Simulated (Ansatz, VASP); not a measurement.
# Zr in VASP and in Ansatz

```
Zr
1.0
     0.00000    3.13865    3.13865
     3.13865    0.00000    3.13865
     3.13865    3.13865    0.00000
Zr
2
Direct
  0.00000 0.00000 0.00000
  0.25000 0.25000 0.25000
```

Alike in both runs: functional PBE; k mesh 10 × 10 × 10; occupations fermi-dirac, width 0.05 eV; no spin polarisation.

Ansatz relaxed the structure, and its values are those at the end. VASP's run is a single point on that final structure, the one shown.

|  | VASP | Ansatz |
| --- | --- | --- |
| version | VASP 6.6.1 | Ansatz 0.2.0 |
| potentials or method | VASP PAW PBE potentials, release 64 (Zr_sv) | PAW with Ansatz's default frozen-core files, scalar-relativistic |
| plane-wave cutoff (eV) | 520 | 420 |
| valence electrons in the cell | 24 | 24 |

```csv
,VASP,Ansatz,Ansatz less VASP
pressure (GPa),0.1,0.0,-0.08
```
